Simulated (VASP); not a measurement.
Runs of VASP 6.6.1 on SnO2. The structure is that of space group P6_3/mmc (No. 194), or close to it. The cells are those of the table. 

```csv
cell,gap on the mesh (eV),pressure (GPa),largest force (eV/Å)
"a = 3.355, b = 3.355, c = 11.206 Å, angles 90.0, 90.0, 120.0°, 6 atoms",1.94,(b),1.55
"a = 3.231, b = 3.231, c = 10.791 Å, angles 90.0, 90.0, 120.0°, 6 atoms",2.62,-5.3,0.55
"a = 3.273, b = 3.273, c = 10.933 Å, angles 90.0, 90.0, 120.0°, 6 atoms",2.36,(a),0.95
"a = 3.315, b = 3.315, c = 11.071 Å, angles 90.0, 90.0, 120.0°, 6 atoms",2.14,-13.1,1.27
"a = 3.096, b = 3.096, c = 10.340 Å, angles 90.0, 90.0, 120.0°, 6 atoms",3.57,16.5,1.18
"a = 3.142, b = 3.142, c = 10.495 Å, angles 90.0, 90.0, 120.0°, 6 atoms",3.22,7.4,0.49
"a = 3.187, b = 3.187, c = 10.645 Å, angles 90.0, 90.0, 120.0°, 6 atoms",2.90,0.3,0.08
```

Alike in all rows: task single point; level r2SCAN; potentials or basis VASP PAW PBE potentials, release 64 (Sn_d, O); no spin polarisation; k mesh 7 × 7 × 2; cutoff (eV) 520; smearing fermi-dirac 0.05 eV.

**Question.** Estimate the missing entries.

**Answer.** (a) -9.7; (b) -15.8.

Caveats: the PAW data sets were made with another functional, which shifts forces and pressure a little; spin-orbit coupling is left out, which moves the levels of the heavy elements; an odd mesh through Γ misses points on the zone boundary, where band edges can lie; the cell stands under tension (at least some runs); the cell stands under pressure (at least some runs).

A k mesh can miss the band edges, and the runs leave out spin-orbit coupling on Sn.
